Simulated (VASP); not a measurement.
# Y (Fm-3m) in VASP: further runs

Y is run at these levels: PBE; tasks: single point.

All numbers are computed with VASP 6.6.1; they aren't measurements. Logs are shortened: lines on timing, memory, paths and dates and some standing lists are left out, and cuts for length are marked.

### Step 1. The cell of the first run

Symmetry: Fm-3m, No. 225, cubic system. The conventional cell has a = 5.508 Å, b = 5.508 Å, c = 5.508 Å, α = 90.00°, β = 90.00°, γ = 90.00°. Within 5.1 Å of Y (site symmetry m-3m) lie 12 Y at 3.90 Å.

### Step 2. Single point, PBE

File INCAR:

```
PREC = Accurate ; ENCUT = 520
EDIFF = 1E-7 ; ISMEAR = 0
SIGMA = 0.1 ; LREAL = F
LASPH = T ; NELM = 80
ALGO = Normal ; ISIF = 2
LWAVE = F ; LCHARG = T
GGA = PE ; LELF = T
LVHAR = T ; NBANDS = 12
```

File KPOINTS:

```
Automatic mesh
0
Gamma
  6 6 6
```

File POSCAR:

```
Y
1.0
    0.0000000000      2.7541910625      2.7541910625
    2.7541910625      0.0000000000      2.7541910625
    2.7541910625      2.7541910625      0.0000000000
Y
1
Direct
    0.0000000000      0.0000000000      0.0000000000
```

Potentials or basis: VASP PAW PBE potentials, release 64 (Y_sv).

The run is started by

```console
cat potpaw_PBE.64/Y_sv/POTCAR > POTCAR
mpirun -np 1 vasp_std > vasp.out
```

OUTCAR:

```text
PREC = Accurate
   ENCUT = 520
   EDIFF = 1E-7
   ISMEAR = 0
   LREAL = F
   LASPH = T
   NELM = 80
   ISIF = 2
   GGA = PE

 ion  position               nearest neighbor table
   1  0.000  0.000  0.000-

  LATTYP: Found a face centered cubic cell.
 ALAT       =     5.5083821250

  Lattice vectors:

 A1 = (   0.0000000000,   2.7541910625,   2.7541910625)
 A2 = (   2.7541910625,   0.0000000000,   2.7541910625)
 A3 = (   2.7541910625,   2.7541910625,   0.0000000000)

Analysis of symmetry for initial positions (statically):
=====================================================================
 Subroutine PRICEL returns:
 Original cell was already a primitive cell.

 Routine SETGRP: Setting up the symmetry group for a
 face centered cubic supercell.

 Subroutine GETGRP returns: Found 48 space group operations
 (whereof 48 operations were pure point group operations)
 out of a pool of 48 trial point group operations.

The static configuration has the point symmetry O_h .

Analysis of symmetry for dynamics (positions and initial velocities):
=====================================================================
 Subroutine PRICEL returns:
 Original cell was already a primitive cell.

 Routine SETGRP: Setting up the symmetry group for a
 face centered cubic supercell.

 Subroutine GETGRP returns: Found 48 space group operations
 (whereof 48 operations were pure point group operations)
 out of a pool of 48 trial point group operations.

The dynamic configuration has the point symmetry O_h .

 Subroutine INISYM returns: Found 48 space group operations
 (whereof 48 operations are pure point group operations),
 and found     1 'primitive' translations

----------------------------------------------------------------------------------------

                                     Primitive cell

  volume of cell :      41.7842

  direct lattice vectors                    reciprocal lattice vectors
     0.000000000  2.754191062  2.754191062    -0.181541508  0.181541508  0.181541508
     2.754191062  0.000000000  2.754191062     0.181541508 -0.181541508  0.181541508
     2.754191062  2.754191062  0.000000000     0.181541508  0.181541508 -0.181541508

  length of vectors
     3.895014354  3.895014354  3.895014354     0.314439116  0.314439116  0.314439116

  position of ions in fractional coordinates (direct lattice)
     0.000000000  0.000000000  0.000000000

  ion indices of the primitive-cell ions
   primitive index   ion index
                 1           1

----------------------------------------------------------------------------------------

 KPOINTS: Automatic mesh

Automatic generation of k-mesh.
 Grid dimensions read from file:
 generate k-points for:    6    6    6

 Generating k-lattice:

  Cartesian coordinates                     Fractional coordinates (reciprocal lattice)
    -0.030256918  0.030256918  0.030256918     0.166666667  0.000000000  0.000000000
     0.030256918 -0.030256918  0.030256918     0.000000000  0.166666667  0.000000000
     0.030256918  0.030256918 -0.030256918     0.000000000  0.000000000  0.166666667

  Length of vectors
     0.052406519  0.052406519  0.052406519

  Shift w.r.t. Gamma in fractional coordinates (k-lattice)
     0.000000000  0.000000000  0.000000000

 Subroutine IBZKPT returns following result:
 ===========================================

 Found     16 irreducible k-points:

 Following reciprocal coordinates:
            Coordinates               Weight
  0.000000  0.000000  0.000000      1.000000
  0.166667  0.000000  0.000000      8.000000
  0.333333  0.000000  0.000000      8.000000
  0.500000  0.000000  0.000000      4.000000
  0.166667  0.166667  0.000000      6.000000
  0.333333  0.166667  0.000000     24.000000
[... 8 lines left out ...]
 -0.333333  0.333333  0.166667     24.000000
 -0.333333  0.500000  0.166667     12.000000
   k-points           NKPTS =     16   k-points in BZ     NKDIM =     16   number of bands    NBANDS=     12
   number of dos      NEDOS =    301   number of ions     NIONS =      1
   total plane-waves  NPLWV =  27000
   dimension x,y,z NGX =    30 NGY =   30 NGZ =   30
   dimension x,y,z NGXF=    60 NGYF=   60 NGZF=   60
   ions per type =               1
   NGX,Y,Z   is equivalent  to a cutoff of  12.80, 12.80, 12.80 a.u.
   NGXF,Y,Z  is equivalent  to a cutoff of  25.61, 25.61, 25.61 a.u.
 SYSTEM =  unknown system
   PREC   = accura    normal or accurate (medium, high low for compatibility)
   ISTART =      0    job   : 0-new  1-cont  2-samecut
   ICHARG =      2    charge: 1-file 2-atom 10-const
   ISPIN  =      1    spin polarized calculation?
   LNONCOLLINEAR =      F non collinear calculations
   LSORBIT =      F    spin-orbit coupling
   LASPH  =      T    aspherical Exc in radial PAW
   ENCUT  =  520.0 eV  38.22 Ry    6.18 a.u.   7.24  7.24  7.24*2*pi/ulx,y,z
   NELM   =     80;   NELMIN=  2; NELMDL= -5     # of ELM steps
   EDIFF  = 0.1E-06   stopping-criterion for ELM
   LREAL  =      F    real-space projection
   EDIFFG = 0.1E-05   stopping-criterion for IOM
   NSW    =      0    number of steps for IOM
   IBRION =     -1    ionic relax: 0-MD 1-quasi-New 2-CG
   NFREE  =      0    steps in history (QN), initial steepest desc. (CG)
   ISIF   =      2    stress and relaxation
   ISYM   =      2    0-nonsym 1-usesym 2-fastsym
   POTIM  = 0.5000    time-step for ionic-motion
   TEBEG  =    0.0;   TEEND  =   0.0 temperature during run
   PSTRESS=    0.0 pullay stress
   NELECT =      11.0000    total number of electrons
   NUPDOWN=      -1.0000    fix difference up-down
   EMIN   =  10.00;   EMAX   =-10.00  energy-range for DOS
   EFERMI =   0.00;   METHOD = LEGACY
   ISMEAR =     0;   SIGMA  =   0.10  broadening in eV -4-tet -1-fermi 0-gaus
   EFERMI_NEDOS =   21; number of points for ismear=-14 and -15
   IALGO  =     38    algorithm
   IMIX   =      4    mixing-type and parameters
     AMIX     =   0.40;   BMIX     =  1.00
     AMIX_MAG =   1.60;   BMIX_MAG =  1.00
  volume/ion in A,a.u.               =      41.78       281.97
  Fermi-wavevector in a.u.,A,eV,Ry     =   1.049224  1.982746 14.978267  1.100872
  Thomas-Fermi vector in A             =   2.184178
   LORBIT       =      0    0 simple, 1 ext, 2 COOP (PROOUT), +10 PAW based schemes
   GGA     = PE    functional components
   LHFCALC =     F    Hartree Fock is set to
   AEXX    =    0.0000 exact exchange contribution
   IVDW    =     0    specifies the selected vdW correction
   LEPSILON=     F    determine dielectric tensor
   LRPA    =     F    only Hartree local field effects (RPA)
 non-spin polarized calculation
 Gauss-broadening in eV      SIGMA  =   0.10
  energy-cutoff  :      520.00
  volume of cell :       41.78
 maximum number of plane-waves:      1158
 NGX is ok and might be reduce to    30
   NGX = 15   NGY = 15   NGZ = 15

 number of electron      11.0000001 magnetization

 Free energy of the ion-electron system (eV)
  ---------------------------------------------------
  ext. energy  EPLUGINS =         0.00000000
  ---------------------------------------------------
  free energy    TOTEN  =        -6.18836221 eV

  energy without entropy =       -6.17867038  energy(sigma->0) =       -6.18351629

 E-fermi :   1.9573     XC(G=0):  -8.5492

 val. band max:        1.8772541194   @ k =   0.5000   0.1667   0.0000
 cond. band min:       2.0078772698   @ k =   0.5000   0.3333   0.1667
 fundamental gap:      0.1306231504
 Fermi energy:         1.9572636220

 k-point     1 :       0.0000    0.0000    0.0000
  band No.  band energies     occupation
      1     -41.4160      2.00000
      2     -21.2195      2.00000
      3     -21.2195      2.00000
      4     -21.2195      2.00000
      5      -2.3363      2.00000
      6       3.4504      0.00000
      7       3.4504      0.00000
      8       3.4504      0.00000
      9       4.9019      0.00000
     10       4.9019      0.00000
     11      10.2323      0.00000
     12      12.7561      0.00000

 k-point     2 :       0.1667    0.0000    0.0000
  band No.  band energies     occupation
      1     -41.4109      2.00000
      2     -21.2787      2.00000
      3     -21.2277      2.00000
      4     -21.2277      2.00000
      5      -1.8177      2.00000
      6       2.9788      0.00000
      7       3.6307      0.00000
      8       3.6307      0.00000
      9       4.7745      0.00000
     10       4.7745      0.00000
     11      10.8814      0.00000
     12      11.2283      0.00000

 k-point     3 :       0.3333    0.0000    0.0000
  band No.  band energies     occupation
      1     -41.4007      2.00000
      2     -21.3949      2.00000
      3     -21.2439      2.00000
      4     -21.2439      2.00000
      5      -0.5504      2.00000
      6       2.2982      0.00000
      7       3.5215      0.00000
      8       3.5215      0.00000
      9       5.3095      0.00000
     10       5.3095      0.00000
     11       8.7853      0.00000
     12      10.7910      0.00000
[... 166 lines left out ...]
 k-point    15 :      -0.3333    0.3333    0.1667
  band No.  band energies     occupation
      1     -41.3905      2.00000
      2     -21.4002      2.00000
      3     -21.3426      2.00000
      4     -21.2854      2.00000
      5       1.4923      2.00000
      6       1.6177      2.00000
      7       2.3887      0.00000
      8       4.1671      0.00000
      9       5.6321      0.00000
     10       6.9979      0.00000
     11       7.0896      0.00000
     12       9.5599      0.00000

 k-point    16 :      -0.3333    0.5000    0.1667
  band No.  band energies     occupation
      1     -41.3888      2.00000
      2     -21.4057      2.00000
      3     -21.3389      2.00000
      4     -21.3066      2.00000
      5       1.2355      2.00000
      6       1.7613      1.99442
      7       2.5745      0.00000
      8       4.4843      0.00000
      9       6.2134      0.00000
     10       7.0678      0.00000
     11       7.4502      0.00000
     12       8.0559      0.00000

------------------------ aborting loop because EDIFF is reached ----------------------------------------

  FORCE on cell =-STRESS in cart. coord.  units (eV):
  Direction    XX          YY          ZZ          XY          YZ          ZX
  --------------------------------------------------------------------------------------
  -------------------------------------------------------------------------------------
  Total       -1.7192313     -1.7192313     -1.7192313     -0.0000000      0.0000000      0.0000000
  in kB      -65.9223544    -65.9223544    -65.9223544     -0.0000000      0.0000000      0.0000000
  external PRESSURE =     -65.9223544 kB  Pullay stress =       0.0000000 kB

 VOLUME and BASIS-vectors are now :
 -----------------------------------------------------------------------------
  energy-cutoff  :      520.00
  volume of cell :       41.78
      direct lattice vectors                 reciprocal lattice vectors
     0.000000000  2.754191062  2.754191062    -0.181541508  0.181541508  0.181541508
     2.754191062  0.000000000  2.754191062     0.181541508 -0.181541508  0.181541508
     2.754191062  2.754191062  0.000000000     0.181541508  0.181541508 -0.181541508

 POSITION                                       TOTAL-FORCE (eV/Angst)
 -----------------------------------------------------------------------------------
      0.00000      0.00000      0.00000         0.000000      0.000000      0.000000
 -----------------------------------------------------------------------------------
    total drift:                               -0.000000     -0.000000      0.000000

  FREE ENERGIE OF THE ION-ELECTRON SYSTEM (eV)
  ---------------------------------------------------
  free  energy   TOTEN  =        -6.1883622109 eV

  energy  without entropy=       -6.1786703786  energy(sigma->0) =       -6.18351629
```

It took 11 s on 1 thread of Intel Xeon Platinum 8488C (Sapphire Rapids), shared host; peak memory 0.17 GiB.

What came out:

* Free energy: -6.1884 eV
* Pressure: -6.6 GPa

### Step 3. Single point, PBE

This run uses another cell than the first one, of 32.46 Å³/atom, 0.777 times its volume.

File INCAR:

```
SYSTEM = Y
PREC = Accurate
ENCUT = 520
EDIFF = 1E-7
ISMEAR = 0
SIGMA = 0.1
LREAL = .FALSE.
LASPH = .TRUE.
NELM = 100
ALGO = Normal
ISIF = 2
LWAVE = .FALSE.
LCHARG = .TRUE.
GGA = PE
LELF = .TRUE.
LVHAR = .TRUE.
NBANDS = 12
```

File KPOINTS:

```
regular mesh
0
G
  14 14 14
  0 0 0
```

File POSCAR:

```
Y
1.0
    0.0000000000      2.5319323489      2.5319323489
    2.5319323489      0.0000000000      2.5319323489
    2.5319323489      2.5319323489      0.0000000000
Y
1
Direct
    0.0000000000      0.0000000000      0.0000000000
```

Potentials or basis: VASP PAW PBE potentials, release 64 (Y_sv).

The run is started by

```console
cat potpaw_PBE.64/Y_sv/POTCAR > POTCAR
mpirun -np 1 vasp_std > vasp.out
```

It took 31 s on 1 thread of Intel Xeon Platinum 8488C (Sapphire Rapids), shared host; peak memory 0.2 GiB.

Results (log left out):

```
Free energy : -6.4111 eV
Pressure    : -0.1 GPa
```

Levels at points of the mesh, in eV from the Fermi level:
| k point | band 1 | band 2 | band 3 | band 4 | band 5 | band 6 | band 7 | band 8 | band 9 | band 10 |
| --- | --- | --- | --- | --- | --- | --- | --- | --- | --- | --- |
| (0.00, 0.00, 0.00) | -42.69 | -22.38 | -22.38 | -22.38 | -4.77 | 1.78 | 1.78 | 1.78 | 3.79 | 3.79 |
| (0.50, 0.00, 0.00) | -42.62 | -22.95 | -22.46 | -22.46 | -1.99 | 0.61 | 1.61 | 1.61 | 5.24 | 5.24 |
| (0.50, 0.50, 0.00) | -42.60 | -22.92 | -22.59 | -22.59 | -1.76 | -0.88 | 2.08 | 5.26 | 5.66 | 5.66 |

### Step 4. Single point, PBE

This run uses another cell than the first one, of 32.46 Å³/atom, 0.777 times its volume.

File INCAR:

```
  ALGO = Normal
  EDIFF = 1E-6
  ENCUT = 520
  GGA = PE
  ISIF = 2
  ISMEAR = 0
  LASPH = T
  LCHARG = F
  LREAL = F
  LWAVE = F
  NBANDS = 12
  NELM = 100
  PREC = Accurate
  SIGMA = 0.1
```

File KPOINTS:

```
k-points
0
Gamma
  14 14 14
```

POSCAR is that of step 3.

The run is started by

```console
cat potpaw_PBE.64/Y_sv/POTCAR > POTCAR
mpirun -np 1 vasp_std > vasp.out
```

It took 22 s on 1 thread of Intel Xeon Platinum 8488C (Sapphire Rapids), shared host; peak memory 0.2 GiB.

Results (log left out):

- Free energy: -6.4111 eV
- Pressure: -0.2 GPa

Levels at points of the mesh, in eV from the Fermi level:
| k point | band 3 | band 4 | band 5 | band 6 | band 7 | band 8 |
| --- | --- | --- | --- | --- | --- | --- |
| (0.00, 0.00, 0.00) | -22.38 | -22.38 | -4.77 | 1.78 | 1.78 | 1.78 |
| (0.50, 0.00, 0.00) | -22.46 | -22.46 | -1.99 | 0.61 | 1.61 | 1.61 |
| (0.50, 0.50, 0.00) | -22.59 | -22.59 | -1.76 | -0.88 | 2.08 | 5.26 |
